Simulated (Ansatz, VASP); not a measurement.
**One calculation of HC18Cl, two programs**

```
CELL_PARAMETERS angstrom
7.39800 0.00000 0.00000
-3.69900 6.40686 0.00000
0.00000 0.00000 12.00000
ATOMIC_POSITIONS crystal
C 0.00618 0.97874 0.07247
C 0.22760 0.08926 0.07247
C 0.00447 0.31253 0.07244
C 0.22922 0.42503 0.07218
C 0.00687 0.64770 0.07255
C 0.22715 0.75783 0.07256
C 0.33782 0.97919 0.07257
C 0.56274 0.09162 0.07258
C 0.33980 0.31414 0.07224
C 0.56056 0.42453 0.07259
C 0.33955 0.64540 0.07229
C 0.56108 0.75623 0.07219
C 0.67353 0.98103 0.07245
C 0.89379 0.09118 0.07247
C 0.67307 0.31191 0.07264
C 0.89446 0.42278 0.07257
C 0.67142 0.64630 0.07214
C 0.89619 0.75843 0.07242
Cl 0.47068 0.50354 0.34853
H 0.49789 0.45523 0.24764
```

Alike in both runs: functional LDA; k mesh 2 × 2 × 1; occupations gaussian, width 0.05 eV; no spin polarisation.

Ansatz relaxed the structure, and its values are those at the end. VASP's run is a single point on that final structure, the one shown.

|  | VASP | Ansatz |
| --- | --- | --- |
| version | VASP 6.6.1 | Ansatz 0.2.0 |
| potentials or method | VASP PAW LDA potentials, release 64 (C, Cl, H), cutoff 520 eV | scalar-relativistic, plane waves, PAW |
| valence electrons in the cell | 80 | 80 |

```csv
,VASP,Ansatz,Ansatz less VASP
rms of the force components (eV/Å),0.017,0.002,-0.0142
```

LDA's correlation is that of Perdew and Zunger in VASP and of Perdew and Wang (1992) in Ansatz.

The k mesh is coarse, so the values compare programs but aren't converged.
